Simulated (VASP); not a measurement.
# Si16Ge (a cell with a defect) in VASP: further runs, part 2 of 2

VASP 6.6.1. The steps go on from the part before.

### Step 3. Single point, PBEsol

The input, INCAR:

```
SYSTEM = Si16Ge
ALGO = Normal
EDIFF = 1E-7
ENCUT = 520
GGA = PS
ISIF = 2
ISMEAR = -1
LASPH = .TRUE.
LCHARG = .FALSE.
LREAL = Auto
LWAVE = .FALSE.
NBANDS = 53
NELM = 60
PREC = Accurate
SIGMA = 0.05
```

The input, KPOINTS:

```
k-points
0
G
  2 2 2
  0 0 0
```

The input, POSCAR:

```
Si16Ge
1.0
    0.0000000000      5.4300000000      5.4300000000
    5.4300000000      0.0000000000      5.4300000000
    5.4300000000      5.4300000000      0.0000000000
Si Ge
16 1
Direct
   -0.0021417127      0.0012113260      0.0003789134
    0.1290518416      0.1214063536      0.1203216390
    0.0032668508     -0.0100957643      0.5033130755
    0.1290130755      0.1214053407      0.6290453039
    0.0034270718      0.5044344383     -0.0115289134
    0.1291810313      0.6298858195      0.1203545120
    0.0033908840      0.5044144567      0.5034361878
    0.1245118785      0.6260387661      0.6245779926
    0.5003800184      0.0012376611      0.0004199816
    0.6248593002      0.1252928177      0.1248808471
    0.5003463168      0.0012157459      0.4978792818
    0.6202729282      0.1214064457      0.6290922652
    0.5004908840      0.4982759669      0.0005312155
    0.6203185083      0.6299179558      0.1203698895
    0.4884061694      0.5044385820      0.5034802026
    0.6203058011      0.6298912523      0.6292216390
    0.8744945672      0.3760774401      0.3745628913
```

Potentials or basis: VASP PAW PBE potentials, release 64 (Si, Ge_d).

Run with:

```bash
$ cat potpaw_PBE.64/Si/POTCAR potpaw_PBE.64/Ge_d/POTCAR > POTCAR
$ mpirun -np 1 vasp_std > vasp.out
```

OUTCAR:

```text
SYSTEM = Si16Ge
   EDIFF = 1E-7
   ENCUT = 520
   GGA = PS
   ISIF = 2
   ISMEAR = -1
   LASPH = .TRUE.
   LREAL = Auto
   NELM = 60
   PREC = Accurate

 ion  position               nearest neighbor table
   1  0.998  0.001  0.000-   6 2.33   2 2.33   4 2.33  10 2.34
   2  0.129  0.121  0.120-   9 2.33   1 2.33   3 2.40   5 2.40  17 2.76
   3  0.003  0.990  0.503-   8 2.28   4 2.40   2 2.40  12 2.40  17 2.42
   4  0.129  0.121  0.629-  11 2.33   1 2.33   3 2.40   7 2.40  17 2.76
   5  0.003  0.504  0.988-   8 2.28   2 2.40   6 2.40  14 2.40  17 2.42
   6  0.129  0.630  0.120-  13 2.33   1 2.33   7 2.40   5 2.40  17 2.76
   7  0.003  0.504  0.503-   8 2.28   4 2.40   6 2.40  16 2.40  17 2.42
   8  0.125  0.626  0.625-   3 2.28   7 2.28   5 2.28  15 2.28
   9  0.500  0.001  0.000-  14 2.33  12 2.33   2 2.33  10 2.34
  10  0.625  0.125  0.125-  13 2.34   9 2.34  11 2.34   1 2.34
  11  0.500  0.001  0.498-  16 2.33  12 2.33   4 2.33  10 2.34
  12  0.620  0.121  0.629-   9 2.33  11 2.33   3 2.40  15 2.40  17 2.76
  13  0.500  0.498  0.001-  14 2.33  16 2.33   6 2.33  10 2.34
  14  0.620  0.630  0.120-  13 2.33   9 2.33   5 2.40  15 2.40  17 2.76
  15  0.488  0.504  0.503-   8 2.28  12 2.40  16 2.40  14 2.40  17 2.42
  16  0.620  0.630  0.629-  13 2.33  11 2.33   7 2.40  15 2.40  17 2.76
  17  0.874  0.376  0.375-  15 2.42   5 2.42   7 2.42   3 2.42  14 2.76  16 2.76   6 2.76  12 2.76
                             2 2.76   4 2.76

  LATTYP: Found a face centered cubic cell.
 ALAT       =    10.8600000000

  Lattice vectors:

 A1 = (   0.0000000000,   5.4300000000,   5.4300000000)
 A2 = (   5.4300000000,   0.0000000000,   5.4300000000)
 A3 = (   5.4300000000,   5.4300000000,   0.0000000000)

Analysis of symmetry for initial positions (statically):
=====================================================================
 Subroutine PRICEL returns:
 Original cell was already a primitive cell.

 Routine SETGRP: Setting up the symmetry group for a
 face centered cubic supercell.

 Subroutine GETGRP returns: Found  1 space group operations
 (whereof  1 operations were pure point group operations)
 out of a pool of 48 trial point group operations.

The static configuration has the point symmetry C_1 .

Analysis of symmetry for dynamics (positions and initial velocities):
=====================================================================
 Subroutine PRICEL returns:
 Original cell was already a primitive cell.

 Routine SETGRP: Setting up the symmetry group for a
 face centered cubic supercell.

 Subroutine GETGRP returns: Found  1 space group operations
 (whereof  1 operations were pure point group operations)
 out of a pool of 48 trial point group operations.

The dynamic configuration has the point symmetry C_1 .

 Subroutine INISYM returns: Found  1 space group operations
 (whereof  1 operations are pure point group operations),
 and found     1 'primitive' translations

----------------------------------------------------------------------------------------

                                     Primitive cell

  volume of cell :     320.2060

  direct lattice vectors                    reciprocal lattice vectors
     0.000000000  5.430000000  5.430000000    -0.092081031  0.092081031  0.092081031
     5.430000000  0.000000000  5.430000000     0.092081031 -0.092081031  0.092081031
     5.430000000  5.430000000  0.000000000     0.092081031  0.092081031 -0.092081031

  length of vectors
     7.679179644  7.679179644  7.679179644     0.159489025  0.159489025  0.159489025

  position of ions in fractional coordinates (direct lattice)
[... 75 lines left out ...]
   number of dos      NEDOS =    301   number of ions     NIONS =     17
   total plane-waves  NPLWV = 216000
   dimension x,y,z NGX =    60 NGY =   60 NGZ =   60
   dimension x,y,z NGXF=   120 NGYF=  120 NGZF=  120
   ions per type =              16   1
   NGX,Y,Z   is equivalent  to a cutoff of  12.99, 12.99, 12.99 a.u.
   NGXF,Y,Z  is equivalent  to a cutoff of  25.98, 25.98, 25.98 a.u.
 SYSTEM =  Si16Ge
   PREC   = accura    normal or accurate (medium, high low for compatibility)
   ISTART =      0    job   : 0-new  1-cont  2-samecut
   ICHARG =      2    charge: 1-file 2-atom 10-const
   ISPIN  =      1    spin polarized calculation?
   LNONCOLLINEAR =      F non collinear calculations
   LSORBIT =      F    spin-orbit coupling
   LASPH  =      T    aspherical Exc in radial PAW
   ENCUT  =  520.0 eV  38.22 Ry    6.18 a.u.  14.28 14.28 14.28*2*pi/ulx,y,z
   NELM   =     60;   NELMIN=  2; NELMDL= -5     # of ELM steps
   EDIFF  = 0.1E-06   stopping-criterion for ELM
   LREAL  =      T    real-space projection
   EDIFFG = 0.1E-05   stopping-criterion for IOM
   NSW    =      0    number of steps for IOM
   IBRION =     -1    ionic relax: 0-MD 1-quasi-New 2-CG
   NFREE  =      0    steps in history (QN), initial steepest desc. (CG)
   ISIF   =      2    stress and relaxation
   ISYM   =      2    0-nonsym 1-usesym 2-fastsym
   POTIM  = 0.5000    time-step for ionic-motion
   TEBEG  =    0.0;   TEEND  =   0.0 temperature during run
   PSTRESS=    0.0 pullay stress
   NELECT =      78.0000    total number of electrons
   NUPDOWN=      -1.0000    fix difference up-down
   EMIN   =  10.00;   EMAX   =-10.00  energy-range for DOS
   EFERMI =   0.00;   METHOD = LEGACY
   ISMEAR =    -1;   SIGMA  =   0.05  broadening in eV -4-tet -1-fermi 0-gaus
   EFERMI_NEDOS =   21; number of points for ismear=-14 and -15
   IALGO  =     38    algorithm
   IMIX   =      4    mixing-type and parameters
     AMIX     =   0.40;   BMIX     =  1.00
     AMIX_MAG =   1.60;   BMIX_MAG =  1.00
  volume/ion in A,a.u.               =      18.84       127.11
  Fermi-wavevector in a.u.,A,eV,Ry     =   1.022421  1.932096 14.222785  1.045345
  Thomas-Fermi vector in A             =   2.156100
   LORBIT       =      0    0 simple, 1 ext, 2 COOP (PROOUT), +10 PAW based schemes
   GGA     = PS    functional components
   LHFCALC =     F    Hartree Fock is set to
   AEXX    =    0.0000 exact exchange contribution
   IVDW    =     0    specifies the selected vdW correction
   LEPSILON=     F    determine dielectric tensor
   LRPA    =     F    only Hartree local field effects (RPA)
 non-spin polarized calculation
  energy-cutoff  :      520.00
  volume of cell :      320.21
 maximum number of plane-waves:      8646
 NGX is ok and might be reduce to    60
   NGX = 29   NGY = 29   NGZ = 29

 number of electron      77.9999998 magnetization

 Free energy of the ion-electron system (eV)
  ---------------------------------------------------
  ext. energy  EPLUGINS =         0.00000000
  ---------------------------------------------------
  free energy    TOTEN  =       -92.80387260 eV

  energy without entropy =      -92.76993761  energy(sigma->0) =      -92.78690511

 E-fermi :   6.7694     XC(G=0):  -9.8831

 val. band max:        6.5593949181   @ k =   0.0000   0.0000   0.0000
 cond. band min:       6.7997111559   @ k =   0.0000   0.0000   0.0000
 fundamental gap:      0.2403162378
 Fermi energy:         6.7693715159

 k-point     1 :       0.0000    0.0000    0.0000
  band No.  band energies     occupation
      1     -18.2566      2.00000
      2     -18.2565      2.00000
      3     -18.2565      2.00000
      4     -18.2425      2.00000
      5     -18.2425      2.00000
      6      -6.6128      2.00000
[... 421 lines left out ...]
     50      10.2125      0.00000
     51      10.2133      0.00000
 [bands above 51 left out]

------------------------ aborting loop because EDIFF is reached ----------------------------------------

  FORCE on cell =-STRESS in cart. coord.  units (eV):
  Direction    XX          YY          ZZ          XY          YZ          ZX
  --------------------------------------------------------------------------------------
  -------------------------------------------------------------------------------------
  Total        9.5176508      9.5168625      9.5175745      0.0000112      0.0008850     -0.0004159
  in kB       47.6223546     47.6184103     47.6219728      0.0000559      0.0044283     -0.0020809
  external PRESSURE =      47.6209126 kB  Pullay stress =       0.0000000 kB

 VOLUME and BASIS-vectors are now :
 -----------------------------------------------------------------------------
  energy-cutoff  :      520.00
  volume of cell :      320.21
      direct lattice vectors                 reciprocal lattice vectors
     0.000000000  5.430000000  5.430000000    -0.092081031  0.092081031  0.092081031
     5.430000000  0.000000000  5.430000000     0.092081031 -0.092081031  0.092081031
     5.430000000  5.430000000  0.000000000     0.092081031  0.092081031 -0.092081031

 POSITION                                       TOTAL-FORCE (eV/Angst)
 -----------------------------------------------------------------------------------
      0.00863      5.42043      5.42495         0.001451     -0.001083     -0.001260
      1.31258      1.35410      1.35999         0.003626     -0.001524      0.000664
      8.10817      2.75073      5.39292        -0.000690     -0.000162     -0.001047
      4.07495      4.11626      1.35977         0.001039     -0.004272      0.001112
      8.10648      5.38601      2.75769         0.001871      0.001516     -0.001996
      4.07381      1.35498      4.12173         0.001404     -0.001273     -0.002013
[... 9 lines left out ...]
      6.83698      6.78493      6.78857        -0.001959     -0.001303      0.001169
      4.07598      6.78238      6.79061        -0.001243      0.001582     -0.001142
 -----------------------------------------------------------------------------------
    total drift:                                0.000396      0.001064      0.000750

  FREE ENERGIE OF THE ION-ELECTRON SYSTEM (eV)
  ---------------------------------------------------
  free  energy   TOTEN  =       -92.8038726013 eV

  energy  without entropy=      -92.7699376104  energy(sigma->0) =      -92.78690511
```

Wall time 4.4 min (1 thread of AMD EPYC 7R43 (Zen 3), shared host); peak memory 0.45 GiB.

Results:

* Free energy: -92.8039 eV
* Pressure: 4.8 GPa
* Largest force: 0.006 eV/Å
* Band gap on the k mesh: zero (bands 39 and 40 overlap by 0.31 eV)

Forces in eV/Å, atoms in the order of the input:
```
Si   0.001 -0.001 -0.001
Si   0.004 -0.002  0.001
Si  -0.001  0.000 -0.001
Si   0.001 -0.004  0.001
Si   0.002  0.002 -0.002
Si   0.001 -0.001 -0.002
Si  -0.001 -0.001 -0.001
Si  -0.003  0.005 -0.003
Si   0.001  0.001  0.001
Si   0.000  0.000  0.000
Si  -0.001 -0.001  0.002
Si   0.001 -0.002  0.004
Si  -0.001  0.001  0.000
Si   0.001  0.003  0.001
Si  -0.002  0.002  0.002
Si  -0.002 -0.001  0.001
Ge  -0.001  0.002 -0.001
```

Caveat: the k points lie up to 0.50 Å⁻¹ apart; the PAW data sets were made with another functional, which shifts forces and pressure a little.

### Step 4. Single point, PBEsol

The input, INCAR:

```
SYSTEM = Si16Ge
PREC     = Accurate       ! precision mode
ENCUT    = 520            ! plane-wave cutoff, eV
EDIFF    = 1E-7           ! SCF threshold, eV
ISMEAR   = -1             ! smearing method
SIGMA    = 0.05           ! smearing width, eV
LREAL    = Auto         
LASPH    = .TRUE.         ! aspherical terms in the spheres
NELM     = 100            ! most SCF steps
ALGO     = Normal         ! electronic algorithm
ISIF     = 2              ! what is computed and relaxed
LWAVE    = .FALSE.        ! write WAVECAR
LCHARG   = .FALSE.        ! write CHGCAR
GGA      = PS             ! functional
NBANDS   = 53             ! bands
```

The input, KPOINTS:

```
regular mesh
0
G
  2 2 2
  0 0 0
```

The input, POSCAR:

```
Si16Ge
1.0
    0.0000000000      5.4300000000      5.4300000000
    5.4300000000      0.0000000000      5.4300000000
    5.4300000000      5.4300000000      0.0000000000
Si Ge
16 1
Direct
    0.0017242173      0.0005113260     -0.0014188766
    0.1225232044      0.1217668508      0.1204132597
   -0.0033654696     -0.0039120626      0.5034459484
    0.1226520258      0.1218067219      0.6347043278
   -0.0037115101      0.5047663904     -0.0049291897
    0.1220789134      0.6365818600      0.1204814917
   -0.0036308471      0.5047557090      0.5034875691
    0.1274227440      0.6247175875      0.6237774401
    0.5056309392     -0.0043738490     -0.0050215470
    0.6377448435      0.1211452118      0.1204183241
    0.5056508287     -0.0043278085      0.5034285451
    0.6252570902      0.1270837937      0.6236918969
    0.5054577348      0.5044638122     -0.0050697053
    0.6250174954      0.6243644567      0.1267607735
    0.5004557090      0.5000682320      0.4996658379
    0.6250767035      0.6244085635      0.6236326888
    1.2518047882      0.2504863720      0.2485546961
```

Run with:

```bash
$ cat potpaw_PBE.64/Si/POTCAR potpaw_PBE.64/Ge_d/POTCAR > POTCAR
$ mpirun -np 1 vasp_std > vasp.out
```

Wall time 4.3 min (1 thread of AMD EPYC 7R43 (Zen 3), shared host); peak memory 0.46 GiB.

It converged, with:

```yaml
Free_energy: -92.8039 eV
Pressure: 4.8 GPa
Largest_force: 0.008 eV/Å
Band_gap_on_the_k_mesh: zero (bands 39 and 40 overlap by 0.31 eV)
```

Forces in eV/Å, atoms in the order of the input:
```
Si   0.002  0.000 -0.005
Si   0.000  0.002 -0.005
Si  -0.001 -0.001  0.006
Si   0.002  0.000 -0.008
Si  -0.003  0.006  0.002
Si  -0.003  0.004  0.003
Si  -0.004  0.001  0.002
Si   0.000  0.000  0.004
Si   0.004 -0.005 -0.002
Si  -0.002  0.001  0.008
Si   0.003 -0.002 -0.001
Si  -0.003  0.003  0.004
Si   0.002 -0.003 -0.006
Si  -0.005 -0.004  0.004
Si   0.002 -0.001 -0.005
Si   0.002  0.004  0.003
Ge   0.004 -0.005 -0.005
```

Levels at points of the mesh, in eV from the Fermi level:
| k point | band 35 | band 36 | band 37 | band 38 | band 39 | band 40 | band 41 | band 42 | band 43 | band 44 |
| --- | --- | --- | --- | --- | --- | --- | --- | --- | --- | --- |
| (0.00, 0.00, 0.00) | -1.64 | -0.70 | -0.70 | -0.69 | -0.21 | -0.21 | -0.21 | 0.03 | 0.03 | 0.47 |
| (0.50, 0.00, 0.00) | -1.42 | -1.42 | -1.36 | -1.36 | -0.28 | 0.56 | 0.56 | 0.89 | 0.89 | 1.29 |
| (0.00, 0.50, 0.00) | -1.42 | -1.42 | -1.36 | -1.36 | -0.28 | 0.56 | 0.56 | 0.89 | 0.89 | 1.29 |
| (0.00, 0.00, 0.50) | -1.42 | -1.42 | -1.36 | -1.36 | -0.28 | 0.55 | 0.56 | 0.89 | 0.90 | 1.29 |
| (0.50, 0.50, 0.50) | -1.42 | -1.42 | -1.36 | -1.36 | -0.28 | 0.55 | 0.56 | 0.89 | 0.90 | 1.29 |
| (0.50, 0.50, 0.00) | -1.97 | -1.97 | -1.80 | -1.23 | 0.10 | 0.84 | 1.09 | 1.09 | 1.10 | 1.96 |
| (0.00, 0.50, 0.50) | -1.97 | -1.97 | -1.79 | -1.23 | 0.10 | 0.84 | 1.09 | 1.09 | 1.10 | 1.96 |
| (0.50, 0.00, 0.50) | -1.97 | -1.97 | -1.79 | -1.23 | 0.10 | 0.84 | 1.09 | 1.09 | 1.10 | 1.96 |

Caveat: the k points lie up to 0.50 Å⁻¹ apart; the PAW data sets were made with another functional, which shifts forces and pressure a little.
